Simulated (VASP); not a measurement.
Si: single point with PBEsol

Si:

```
Si
1.0
     0.00000    2.53487    2.53487
     2.53487    0.00000    2.53487
     2.53487    2.53487    0.00000
Si
2
Direct
  0.25000 0.25000 0.25000
  0.00000 0.00000 0.00000
```

* Program: VASP 6.6.1
* Task: single point
* Functional: PBEsol
* Potentials or basis: VASP PAW PBE potentials, release 64 (Si)
* Cutoff: 500 eV
* k mesh: 8 × 8 × 8
* Occupations: gaussian, width 0.01 eV
* Spin: no spin polarisation

```yaml
Pressure: 30.2 GPa
Band_gap_on_the_k_mesh: 0.10 eV, indirect (least direct gap 2.57 eV)
```

Levels at points of the mesh, in eV from the valence-band top:
```
           k point  band 1  band 2  band 3  band 4  band 5  band 6  band 7  band 8  band 9
(0.00, 0.00, 0.00)  -13.55    0.00    0.00    0.00    2.57    2.57    2.57    5.82    7.76
(0.50, 0.00, 0.00)  -10.62   -8.13   -1.38   -1.38    2.20    3.10    3.10    7.74   11.04
(0.50, 0.50, 0.00)   -8.59   -8.59   -3.46   -3.46    0.10    0.10   11.61   11.61   11.91
```

It took 7.6 s on 1 thread of Intel(R) Xeon(R) Platinum 8375C CPU @ 2.90GHz (Ice Lake) (shared host), peak memory 0.14 GiB.

Caveat: the PAW data sets were made with another functional, which shifts forces and pressure a little. A k mesh can miss the band edges.
